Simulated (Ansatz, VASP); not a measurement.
**C in VASP and in Ansatz**

The input INCAR:

```
SYSTEM = C
PREC = Accurate ; ENCUT = 520
EDIFF = 1E-6 ; ISMEAR = 0
SIGMA = 0.05 ; LREAL = .False.
LASPH = .True. ; NELM = 80
ALGO = Normal ; ISIF = 2
LWAVE = .False. ; LCHARG = .False.
GGA = CA ; NBANDS = 26
```

KPOINTS

```
Automatic mesh
0
Gamma
  6 6 10
  0 0 0
```

The input POSCAR:

```
C
1.0
    2.1032727620     -4.3337146136      0.0000000000
    2.1032727620      4.3337146136      0.0000000000
    0.0000000000      0.0000000000      2.4856616114
C
8
Direct
    0.6482879639      0.9815881366      0.0000000000
    0.3517120361      0.0184118634      0.0000000000
    0.0184118634      0.3517120361      0.0000000000
    0.9815881366      0.6482879639      0.0000000000
    0.4045540954      0.2260768148      0.5000000000
    0.5954459046      0.7739231852      0.5000000000
    0.7739231852      0.5954459046      0.5000000000
    0.2260768148      0.4045540954      0.5000000000
```

Input for Ansatz:

```yaml
crystal:
  lattice:
    - [2.103272762, -4.3337146136, 0.0]
    - [2.103272762, 4.3337146136, 0.0]
    - [0.0, 0.0, 2.4856616114]
  atoms:
    - { symbol: C, position: [0.6482879639, 0.9815881366, 0.0] }
    - { symbol: C, position: [0.3517120361, 0.0184118634, 0.0] }
    - { symbol: C, position: [0.0184118634, 0.3517120361, 0.0] }
    - { symbol: C, position: [0.9815881366, 0.6482879639, 0.0] }
    - { symbol: C, position: [0.4045540954, 0.2260768148, 0.5] }
    - { symbol: C, position: [0.5954459046, 0.7739231852, 0.5] }
    - { symbol: C, position: [0.7739231852, 0.5954459046, 0.5] }
    - { symbol: C, position: [0.2260768148, 0.4045540954, 0.5] }
basis:
  ecutwfc: 420
kpoints:
  mp_grid: { grid: [6, 6, 10] }
hamiltonian:
  xc: lda
scf:
  occupations: { method: gaussian, width: 0.05 }
output:
  forces: true
  stress: true
  eigenvalues: true
  write_density: true
  write_potential: true
  elf: true
  volumetric_format: npy
```

Alike in both runs: task single point; functional LDA; k mesh 6 × 6 × 10; occupations gaussian, width 0.05 eV; no spin polarisation.

|  | VASP | Ansatz |
| --- | --- | --- |
| version | VASP 6.6.1 | Ansatz 0.2.0 |
| potentials or method | VASP PAW LDA potentials, release 64 (C), cutoff 520 eV | scalar-relativistic, plane waves, PAW |
| valence electrons in the cell | 32 | 32 |

```tsv
	VASP	Ansatz	Ansatz less VASP
gap on the k mesh at the Fermi level (eV)	3.04	3.06	+0.016
least direct gap on the mesh (eV)	4.77	4.79	+0.018
pressure (GPa)	1.5	0.0	-1.52
traceless stress, the component that is largest in VASP (GPa)	-0.07	0.00	+0.072
rms of the force components (eV/Å)	0.009	0.000	-0.0087
```

LDA's correlation is that of Perdew and Zunger in VASP and of Perdew and Wang (1992) in Ansatz. Atom by atom the forces differ by 0.009 eV/Å (rms over components).
